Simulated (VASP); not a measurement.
Write the native input for VASP 6.6.1 that does the following.

| Quantity | Value |
| --- | --- |
| Task | single point |
| Functional | PBE |
| Potentials or basis | VASP PAW PBE potentials, release 64 (Si, Mo_sv, S) |
| Cutoff | 520 eV |
| k mesh | 8 × 8 × 1 |
| Occupations | gaussian, width 0.1 eV |
| Spin | no spin polarisation |
| Dipole correction | yes |
| Further INCAR settings | ALGO = Normal; EDIFF = 1e-06; NBANDS = 34 |

The structure of Si4Mo2S lies in POSCAR:

```
Si4Mo2S
1.0
    3.2169717406      0.0000000000      0.0000000000
    0.0000000000      3.2169717406      0.0000000000
    0.0000000000      0.0000000000     21.8787970309
Si Mo S
4 2 1
Direct
    0.0000000000      0.0000000000      0.1828254083
    0.0000000000      0.0000000000      0.3015081460
    0.5000000000      0.5000000000      0.3593659940
    0.5000000000      0.5000000000      0.4743769512
    0.5000000000      0.5000000000      0.2421667771
    0.0000000000      0.0000000000      0.4192862009
    0.5000000000      0.7500000000      0.5613716910
```

One way to write it, as run:

INCAR

```
SYSTEM = Si4Mo2S
PREC = Accurate
ENCUT = 520
EDIFF = 1E-6
ISMEAR = 0
SIGMA = 0.1
LREAL = .False.
LASPH = .True.
NELM = 80
ALGO = Normal
ISIF = 2
LWAVE = .False.
LCHARG = .False.
LDIPOL = .True.
IDIPOL = 3
DIPOL = 0.5 0.5 0.363
GGA = PE
NBANDS = 34
```

KPOINTS

```
regular mesh
0
Gamma
  8 8 1
  0 0 0
```

Potentials or basis: VASP PAW PBE potentials, release 64 (Si, Mo_sv, S).

Command:

```console
$ cat potpaw_PBE.64/Si/POTCAR potpaw_PBE.64/Mo_sv/POTCAR potpaw_PBE.64/S/POTCAR > POTCAR
$ mpirun -np 1 vasp_std > vasp.out
```

It gave:

```yaml
Largest_force: 0.877 eV/Å
Band_gap_on_the_k_mesh: zero (bands 25 and 26 overlap by 0.57 eV)
```

Wall time 2.7 min on 1 thread of Intel(R) Xeon(R) 6975P-C (Granite Rapids) (shared host), peak memory 0.39 GiB.
